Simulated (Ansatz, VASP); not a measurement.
# Two plane-wave programs on Se

```
Se
1.0
     0.00000    2.14092    2.14092
     2.14092    0.00000    2.14092
     2.14092    2.14092    0.00000
Se
1
Cartesian
  0.0000 0.0000 0.0000
```

Alike in both runs: task single point; functional PBE; k mesh 20 × 20 × 20; occupations fermi-dirac, width 0.1 eV; no spin polarisation.

```csv
,VASP,Ansatz
version,VASP 6.6.1,Ansatz 0.2.0
potentials or method,"VASP PAW PBE potentials, release 64 (Se), cutoff 520 eV","plane waves (420 eV) with PAW, scalar-relativistic"
valence electrons in the cell,6,16
```

```tsv
	VASP	Ansatz	Ansatz less VASP
pressure (GPa)	2.9	2.9	+0.01
```

With one functional, cell and mesh, what is left measures potentials, basis and numerics. VASP's potentials hold 6 valence electrons a cell and Ansatz's 16, so a difference there can come from the potentials and not from the codes.
